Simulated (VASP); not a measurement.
Set up this calculation in VASP 6.6.1, as the native input.

```yaml
Task: single point
Functional: PBEsol
Potentials_or_basis: VASP PAW PBE potentials, release 64 (Co)
Cutoff: 520 eV
k_mesh: 15 × 15 × 8
Occupations: fermi-dirac, width 0.15 eV
Spin: collinear spin, ferromagnetic start
Starting_moments: "[2.5, 2.5] μB"
Dipole_correction: no
Further_INCAR_settings: ALGO = Normal; EDIFF = 1e-06; NBANDS = 20
```

The structure of Co lies in POSCAR:

```
Co
1.0
    2.4873650000      0.0000000000      0.0000000000
   -1.2436825000      2.1541212785      0.0000000000
    0.0000000000      0.0000000000      4.0632900000
Co
2
Direct
    0.6666666667      0.3333333333      0.2598610000
    0.3333333333      0.6666666667      0.7401390000
```

One way to write it, as run:

INCAR

```
PREC = Accurate
ENCUT = 520
EDIFF = 1E-6
ISMEAR = -1
SIGMA = 0.15
LREAL = F
LASPH = T
NELM = 150
ALGO = Normal
ISIF = 2
LWAVE = F
LCHARG = F
ISPIN = 2
MAGMOM = 2.5 2.5
LORBIT = 11
LMAXMIX = 4
GGA = PS
NBANDS = 20
```

KPOINTS

```
Automatic mesh
0
Gamma
  15 15 8
```

Potentials or basis: VASP PAW PBE potentials, release 64 (Co).

The run is started by

```bash
$ cat potpaw_PBE.64/Co/POTCAR > POTCAR
$ mpirun -np 1 vasp_std > vasp.out
```

It gave:

```yaml
Pressure: -9.9 GPa
Largest_force: 0.497 eV/Å
Net_moment: 3.19 μB per cell
Site_moments: Co +1.61 μB
Valence_electrons_inside_the_program's_atomic_spheres: Co 8.27
```

Caveat: the cell stands under tension; the PAW data sets were made with another functional, which shifts forces and pressure a little.

Run time: 3.9 min on 1 thread of Intel Xeon 8259CL, on a shared host, peak memory 0.22 GiB.
